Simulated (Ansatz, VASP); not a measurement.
HgTe in VASP and in Ansatz

File INCAR:

```
ALGO = Normal
EDIFF = 1E-8
ENCUT = 520
ISIF = 2
ISMEAR = -1
LASPH = T
LCHARG = F
LEFG = T
LREAL = F
LWAVE = F
NBANDS = 16
NELM = 60
PREC = Accurate
SIGMA = 0.03
```

File KPOINTS:

```
k-points
0
Gamma
  11 11 11
```

Contents of POSCAR:

```
HgTe
1.0
    0.0000000000      3.1912650000      3.2235000000
    3.1912650000      0.0000000000      3.2235000000
    3.1912650000      3.1912650000      0.0000000000
Hg Te
1 1
Direct
    0.0000000000      0.0000000000      0.0000000000
    0.7500000000      0.7500000000      0.7500000000
```

Input for Ansatz:

```yaml
crystal:
  lattice:
    - [0.0, 3.191265, 3.2235]
    - [3.191265, 0.0, 3.2235]
    - [3.191265, 3.191265, 0.0]
  atoms:
    - { symbol: Hg, position: [0.0, 0.0, 0.0] }
    - { symbol: Te, position: [0.75, 0.75, 0.75] }
kpoints:
  mp_grid: { grid: [11, 11, 11] }
scf:
  occupations: { method: fermi_dirac, width: 0.03 }
hamiltonian:
  xc: lda
  pseudopotentials: { kind: all_electron, datasets: crystal }
output:
  forces: true
  stress: true
  eigenvalues: true
  efg: { contact_densities: true }
```

Change from the starting cell: equal xx and yy strain of -1 %, crystal datasets.

Alike in both runs: task electric field gradients; functional LDA; k mesh 11 × 11 × 11; occupations fermi-dirac, width 0.03 eV; no spin polarisation.

|  | VASP | Ansatz |
| --- | --- | --- |
| version | VASP 6.6.1 | Ansatz 0.2.0 |
| potentials or method | VASP PAW LDA potentials, release 64 (Hg, Te), cutoff 520 eV | all-electron PAW with datasets made for the crystal, scalar-relativistic |

|  | VASP | Ansatz | Ansatz less VASP |
| --- | --- | --- | --- |
| pressure (GPa) | 1.0 | 0.7 | -0.28 |
| traceless stress, the component that is largest in VASP (GPa) | -0.11 | -0.11 | -0.001 |
| size of Vzz on the site where it differs most (V/Å²) | 6.6 | 5.3 | -1.29 |

LDA's correlation is that of Perdew and Zunger in VASP and of Perdew and Wang (1992) in Ansatz. Ansatz ran all-electron here, and VASP with PAW potentials.

Neither program's run includes spin-orbit coupling.
